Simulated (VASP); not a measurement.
MnO (zincblende type): electric field gradients with PBE

The system is MnO (zincblende type).

```xyz
2
Lattice="0.0000 2.4002 2.4002 2.4002 0.0000 2.4002 2.4002 2.4002 0.0000" Properties=species:S:1:pos:R:3 pbc="T T T"
Mn    0.0000    0.0000    0.0000
O     1.2001    1.2001    1.2001
```

```yaml
Program: VASP 6.6.1
Task: electric field gradients
Functional: PBE
Potentials_or_basis: VASP PAW PBE potentials, release 64 (Mn_pv, O)
Cutoff: 520 eV
k_mesh: 14 × 14 × 14
Occupations: fermi-dirac, width 0.05 eV
Spin: collinear spin, ferromagnetic start
Starting_moments: "[4.0, 0.0] μB"
Dipole_correction: no
Further_INCAR_settings: ALGO = Normal; EDIFF = 1e-08; NBANDS = 20
```

```
Pressure                                              : 0.4 GPa
Band gap on the k mesh                                : zero (filled and empty bands overlap)
Net moment                                            : 5.00 μB per cell
Site moments                                          : Mn +4.42; O +0.19 μB
Valence electrons inside the program's atomic spheres : Mn 11.38; O 5.00
```

Levels at points of the mesh, in eV from the Fermi level:
Spin up:
| k point | band 8 | band 9 | band 10 | band 11 | band 12 | band 13 | band 14 | band 15 | band 16 | band 17 |
| --- | --- | --- | --- | --- | --- | --- | --- | --- | --- | --- |
| (0.00, 0.00, 0.00) | -2.80 | -2.80 | -1.46 | 0.01 | 0.01 | 0.01 | 11.97 | 11.97 | 11.97 | 16.95 |
| (0.50, 0.00, 0.00) | -2.62 | -2.62 | -2.54 | -0.82 | -0.82 | 3.84 | 5.12 | 11.45 | 11.45 | 14.42 |
| (0.50, 0.50, 0.00) | -3.29 | -2.49 | -2.09 | -1.80 | -1.80 | 3.70 | 7.72 | 9.33 | 11.59 | 11.59 |
Spin down:
```
           k point  band 5  band 6  band 7  band 8  band 9  band 10
(0.00, 0.00, 0.00)   -4.65   -4.65   -4.65   -0.04    1.52     1.52
(0.50, 0.00, 0.00)   -5.96   -4.48   -4.48    1.36    1.67     1.67
(0.50, 0.50, 0.00)   -5.98   -4.37   -4.37    0.22    1.60     2.00
```

It took 7.7 min on 1 thread of AMD EPYC 7R13 (shared host), peak memory 0.2 GiB.

Caveat: without QUAD_EFG the Cq values of the log hold for a quadrupole moment of 1 mb, not for the nuclei; a cell with one magnetic atom can't hold antiferromagnetic order, which such compounds often take; semilocal functionals often make such compounds metallic where correlation or magnetic order opens a gap, which also shifts bond lengths. With open d or f shells a metallic result of PBE can be an artefact of self-interaction; +U or a hybrid may open a gap.
